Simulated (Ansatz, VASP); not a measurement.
## SiO2 in VASP and in Ansatz

POSCAR

```
SiO2
1.0
   -2.4215005970      2.4215005970      3.5831728816
    2.4215005970     -2.4215005970      3.5831728816
    2.4215005970      2.4215005970     -3.5831728816
Si O
2 4
Direct
    0.0000000000      0.0000000000      0.0000000000
    0.7500000000      0.2500000000      0.5000000000
    0.9733622718      0.6250000000      0.8483622718
    0.3750000000      0.2233622718      0.3483622718
    0.7766377282      0.1250000000      0.1516377282
    0.8750000000      0.0266377282      0.6516377282
```

The input INCAR.step1:

```
  PREC = Accurate
  ENCUT = 520
  ISMEAR = 0
  SIGMA = 0.01
  LREAL = False
  LASPH = True
  NELM = 100
  NBANDS = 25
  GGA = PE
  ALGO = Normal
  EDIFF = 1E-4
  LWAVE = True
  LCHARG = False
```

File INCAR.step2:

```
  PREC = Accurate
  ENCUT = 520
  EDIFF = 1E-6
  ISMEAR = 0
  SIGMA = 0.01
  LREAL = False
  LASPH = True
  NELM = 100
  ALGO = Normal
  ISIF = 2
  LWAVE = False
  LCHARG = False
  METAGGA = R2SCAN
  LMIXTAU = True
  NBANDS = 25
  ISTART = 1
```

File KPOINTS:

```
Automatic mesh
0
Gamma
  6 6 6
```

Input for Ansatz:

```yaml
crystal:
  lattice:
    - [-2.421500597, 2.421500597, 3.5831728816]
    - [2.421500597, -2.421500597, 3.5831728816]
    - [2.421500597, 2.421500597, -3.5831728816]
  atoms:
    - { symbol: Si, position: [0.0, 0.0, 0.0] }
    - { symbol: Si, position: [0.75, 0.25, 0.5] }
    - { symbol: O, position: [0.9733622718, 0.625, 0.8483622718] }
    - { symbol: O, position: [0.375, 0.2233622718, 0.3483622718] }
    - { symbol: O, position: [0.7766377282, 0.125, 0.1516377282] }
    - { symbol: O, position: [0.875, 0.0266377282, 0.6516377282] }
kpoints:
  mp_grid: { grid: [6, 6, 6] }
hamiltonian:
  xc: r2scan
scf:
  occupations: { method: fixed }
  n_extra_bands: 5
output:
  forces: true
  stress: true
  eigenvalues: true
```

Alike in both runs: task single point; functional r2SCAN; k mesh 6 × 6 × 6; no spin polarisation.

|  | VASP | Ansatz |
| --- | --- | --- |
| version | VASP 6.6.1 | Ansatz 0.2.0 |
| potentials or method | VASP PAW PBE potentials, release 64 (Si, O) | plane waves, PAW |
| plane-wave cutoff (eV) | 520 | 500 |
| occupations | gaussian, width 0.01 eV | fixed |
| valence electrons in the cell | 32 | 32 |

Ansatz gave:

| Quantity | Value |
| --- | --- |
| gap on the k mesh at the Fermi level (eV) | 6.85 |
| pressure (GPa) | 11.9 |
| traceless stress, the component that is largest in VASP (GPa) | -0.12 |
| rms of the force components (eV/Å) | 0.367 |

Q: Estimate VASP's values.

A: gap on the k mesh at the Fermi level (eV): 6.85; pressure (GPa): 12.1; traceless stress, the component that is largest in VASP (GPa): -0.09; rms of the force components (eV/Å): 0.367.

VASP's potentials were made for PBE, not for r2SCAN. Atom by atom the forces differ by 0.000 eV/Å (rms over components).
